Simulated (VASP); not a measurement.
# PbSe (Fm-3m) in VASP: further runs, part 2 of 2

VASP 6.6.1. The steps go on from the part before.

### Step 5. Electric field gradients, PBE (volume scaled by 1.04)

Input file INCAR:

```
PREC = Accurate ; ENCUT = 520
EDIFF = 1E-8 ; ISMEAR = -1
SIGMA = 0.01 ; LREAL = False
LASPH = True ; NELM = 60
ALGO = Normal ; ISIF = 2
LWAVE = False ; LCHARG = False
GGA = PE ; LEFG = True
NBANDS = 17
```

Input file KPOINTS:

```
Automatic mesh
0
Gamma
  9 9 9
```

Input file POSCAR:

```
PbSe
1.0
    0.0000000000      3.1024460684      3.1024460684
    3.1024460684      0.0000000000      3.1024460684
    3.1024460684      3.1024460684      0.0000000000
Pb Se
1 1
Direct
    0.0000000000      0.0000000000      0.0000000000
    0.5000000000      0.5000000000      0.5000000000
```

Potentials or basis: VASP PAW PBE potentials, release 64 (Pb_d, Se).

On the command line:

```sh
> cat potpaw_PBE.64/Pb_d/POTCAR potpaw_PBE.64/Se/POTCAR > POTCAR
> mpirun -np 1 vasp_std > vasp.out
```

OUTCAR:

```text
PREC = Accurate
   ENCUT = 520
   EDIFF = 1E-8
   ISMEAR = -1
   LREAL = False
   LASPH = True
   NELM = 60
   ISIF = 2
   GGA = PE

 ion  position               nearest neighbor table
   1  0.000  0.000  0.000-   2 3.10   2 3.10   2 3.10   2 3.10   2 3.10   2 3.10
   2  0.500  0.500  0.500-   1 3.10   1 3.10   1 3.10   1 3.10   1 3.10   1 3.10

  LATTYP: Found a face centered cubic cell.
 ALAT       =     6.2048921368

  Lattice vectors:

 A1 = (   0.0000000000,   3.1024460684,   3.1024460684)
 A2 = (   3.1024460684,   0.0000000000,   3.1024460684)
 A3 = (   3.1024460684,   3.1024460684,   0.0000000000)

Analysis of symmetry for initial positions (statically):
[... 690 lines left out ...]
  free  energy   TOTEN  =        -8.1982071273 eV

  energy  without entropy=       -8.1982071273  energy(sigma->0) =       -8.19820713

 Electric field gradients (V/A^2)
---------------------------------------------------------------------
 ion       V_xx      V_yy      V_zz      V_xy      V_xz      V_yz
---------------------------------------------------------------------
   1      -0.000    -0.000     0.000     0.000     0.000     0.000
   2      -0.000    -0.000     0.000     0.000     0.000     0.000
---------------------------------------------------------------------

 Electric field gradients after diagonalization (V/A^2)
 (convention: |V_zz| > |V_xx| > |V_yy|)
----------------------------------------------------------------------
 ion       V_xx      V_yy      V_zz     asymmetry (V_yy - V_xx)/ V_zz
----------------------------------------------------------------------
   1      -0.000    -0.000     0.001       0.000
   2      -0.000    -0.000     0.001       0.000
----------------------------------------------------------------------

           NMR quadrupolar parameters

 Cq : quadrupolar parameter    Cq=e*Q*V_zz/h
 eta: asymmetry parameters     (V_yy - V_xx)/ V_zz
 Q  : nuclear electric quadrupole moment in mb (millibarn)
----------------------------------------------------------------------
 ion       Cq(MHz)       eta       Q (mb)
----------------------------------------------------------------------
   1       0.000       0.000       1.000
   2       0.000       0.000       1.000
----------------------------------------------------------------------
```

OSZICAR:

```text
N       E                     dE             d eps       ncg     rms          rms(c)
DAV:   1     0.157820918269E+03    0.15782E+03   -0.95564E+03  1190   0.119E+03
DAV:   2     0.330094041723E+01   -0.15452E+03   -0.14963E+03  1258   0.307E+02
DAV:   3    -0.822382672840E+01   -0.11525E+02   -0.11382E+02  1529   0.898E+01
DAV:   4    -0.850601998218E+01   -0.28219E+00   -0.28191E+00  1468   0.157E+01
DAV:   5    -0.851540251148E+01   -0.93825E-02   -0.93822E-02  1691   0.277E+00    0.272E+00
DAV:   6    -0.819904465731E+01    0.31636E+00   -0.80292E-01  1763   0.586E+00    0.149E+00
DAV:   7    -0.819497771126E+01    0.40669E-02   -0.12598E-01  1470   0.166E+00    0.842E-01
DAV:   8    -0.819868273432E+01   -0.37050E-02   -0.14415E-02  1397   0.127E+00    0.188E-01
DAV:   9    -0.819811276183E+01    0.56997E-03   -0.32003E-03  1833   0.517E-01    0.583E-02
DAV:  10    -0.819819882649E+01   -0.86065E-04   -0.24551E-04  1391   0.884E-02    0.204E-02
DAV:  11    -0.819820704801E+01   -0.82215E-05   -0.54421E-05  1540   0.746E-02    0.866E-03
DAV:  12    -0.819820705875E+01   -0.10742E-07   -0.27543E-06  1546   0.114E-02    0.205E-03
DAV:  13    -0.819820709065E+01   -0.31893E-07   -0.18438E-07  1467   0.394E-03    0.493E-04
DAV:  14    -0.819820712090E+01   -0.30250E-07   -0.90974E-08  1318   0.152E-03    0.195E-04
DAV:  15    -0.819820712726E+01   -0.63596E-08   -0.98384E-10  1300   0.232E-04
   1 F= -.81982071E+01 E0= -.81982071E+01  d E =-.105373E-13
```

stdout:

```text
POSCAR found type information on POSCAR PbSe
 POSCAR found :  2 types and       2 ions
 scaLAPACK will be used
 LDA part: xc-table for (Slater+PW92), standard interpolation
 POSCAR, INCAR and KPOINTS ok, starting setup
 FFT: planning ... GRIDC
 FFT: planning ... GRID_SOFT
 FFT: planning ... GRID
 WAVECAR not read
 entering main loop
ion   1

ion   2
```

Wall time 26 s (1 thread of Intel Xeon 6975P-C, shared host); peak memory 0.22 GiB.

Results:

```yaml
Free_energy: -8.1982 eV
Pressure: 0.3 GPa
```

Caveat: this odd mesh misses L, where the gap lies, so gap, dielectric constants and Born charges aren't listed; without QUAD_EFG the Cq values of the log hold for a quadrupole moment of 1 mb, not for the nuclei; spin-orbit coupling is left out, which moves the levels of the heavy elements.

### Step 6. Electric field gradients, PBE (volume scaled by 1.06)

Input file INCAR:

```
  PREC = Accurate
  ENCUT = 520
  EDIFF = 1E-8
  ISMEAR = -1
  SIGMA = 0.01
  LREAL = False
  LASPH = True
  NELM = 60
  ALGO = Normal
  ISIF = 2
  LWAVE = False
  LCHARG = False
  GGA = PE
  LEFG = True
  NBANDS = 17
```

Input file KPOINTS:

```
regular mesh
0
Gamma
  9 9 9
```

Input file POSCAR:

```
PbSe
1.0
    0.0000000000      3.1222074042      3.1222074042
    3.1222074042      0.0000000000      3.1222074042
    3.1222074042      3.1222074042      0.0000000000
Pb Se
1 1
Direct
    0.0000000000      0.0000000000      0.0000000000
    0.5000000000      0.5000000000      0.5000000000
```

Potentials or basis: VASP PAW PBE potentials, release 64 (Pb_d, Se).

On the command line:

```sh
> cat potpaw_PBE.64/Pb_d/POTCAR potpaw_PBE.64/Se/POTCAR > POTCAR
> mpirun -np 1 vasp_std > vasp.out
```

OUTCAR:

```text
PREC = Accurate
   ENCUT = 520
   EDIFF = 1E-8
   ISMEAR = -1
   LREAL = False
   LASPH = True
   NELM = 60
   ISIF = 2
   GGA = PE

 ion  position               nearest neighbor table
   1  0.000  0.000  0.000-   2 3.12   2 3.12   2 3.12   2 3.12   2 3.12   2 3.12
   2  0.500  0.500  0.500-   1 3.12   1 3.12   1 3.12   1 3.12   1 3.12   1 3.12

  LATTYP: Found a face centered cubic cell.
 ALAT       =     6.2444148084

  Lattice vectors:

 A1 = (   0.0000000000,   3.1222074042,   3.1222074042)
 A2 = (   3.1222074042,   0.0000000000,   3.1222074042)
 A3 = (   3.1222074042,   3.1222074042,   0.0000000000)

Analysis of symmetry for initial positions (statically):
[... 690 lines left out ...]
  free  energy   TOTEN  =        -8.1972449275 eV

  energy  without entropy=       -8.1972449275  energy(sigma->0) =       -8.19724493

 Electric field gradients (V/A^2)
---------------------------------------------------------------------
 ion       V_xx      V_yy      V_zz      V_xy      V_xz      V_yz
---------------------------------------------------------------------
   1       0.000    -0.000    -0.000     0.001     0.001     0.001
   2      -0.000    -0.000     0.000     0.000     0.000     0.000
---------------------------------------------------------------------

 Electric field gradients after diagonalization (V/A^2)
 (convention: |V_zz| > |V_xx| > |V_yy|)
----------------------------------------------------------------------
 ion       V_xx      V_yy      V_zz     asymmetry (V_yy - V_xx)/ V_zz
----------------------------------------------------------------------
   1      -0.001    -0.001     0.001       0.000
   2      -0.000    -0.000     0.001       0.000
----------------------------------------------------------------------

           NMR quadrupolar parameters

 Cq : quadrupolar parameter    Cq=e*Q*V_zz/h
 eta: asymmetry parameters     (V_yy - V_xx)/ V_zz
 Q  : nuclear electric quadrupole moment in mb (millibarn)
----------------------------------------------------------------------
 ion       Cq(MHz)       eta       Q (mb)
----------------------------------------------------------------------
   1       0.000       0.000       1.000
   2       0.000       0.000       1.000
----------------------------------------------------------------------
```

stdout:

```text
POSCAR found type information on POSCAR PbSe
 POSCAR found :  2 types and       2 ions
 scaLAPACK will be used
 LDA part: xc-table for (Slater+PW92), standard interpolation
 POSCAR, INCAR and KPOINTS ok, starting setup
 FFT: planning ... GRIDC
 FFT: planning ... GRID_SOFT
 FFT: planning ... GRID
 WAVECAR not read
 entering main loop
ion   1

ion   2
```

Wall time 33 s (1 thread of Intel Xeon 6975P-C, shared host); peak memory 0.22 GiB.

Results:

```yaml
Free_energy: -8.1972 eV
Pressure: -0.6 GPa
```

Levels at points of the mesh, in eV from the Fermi level:
```
           k point  band 6  band 7  band 8  band 9  band 10  band 11  band 12  band 13  band 14  band 15
(0.00, 0.00, 0.00)  -13.18   -6.47   -1.69   -1.69    -1.69     4.50     4.50     4.50     6.57     6.57
```

Caveat: this odd mesh misses L, where the gap lies, so gap, dielectric constants and Born charges aren't listed; without QUAD_EFG the Cq values of the log hold for a quadrupole moment of 1 mb, not for the nuclei; spin-orbit coupling is left out, which moves the levels of the heavy elements.

### Step 7. The runs side by side

| cell | pressure (GPa) |
| --- | --- |
| a = 4.345 Å, angles 60.0°, 2 atoms | 1.8 |
| a = 4.359 Å, angles 60.0°, 2 atoms | 1.2 |
| a = 4.388 Å, angles 60.0°, 2 atoms | 0.3 |
| a = 4.415 Å, angles 60.0°, 2 atoms | -0.6 |

Alike in all rows: task electric field gradients; level PBE; potentials or basis VASP PAW PBE potentials, release 64 (Pb_d, Se); no spin polarisation; k mesh 9 × 9 × 9; cutoff (eV) 520; smearing fermi-dirac 0.01 eV.

Caveats: spin-orbit coupling is left out, which moves the levels of the heavy elements.

Absolute energies hang on the potentials; compare differences alone.
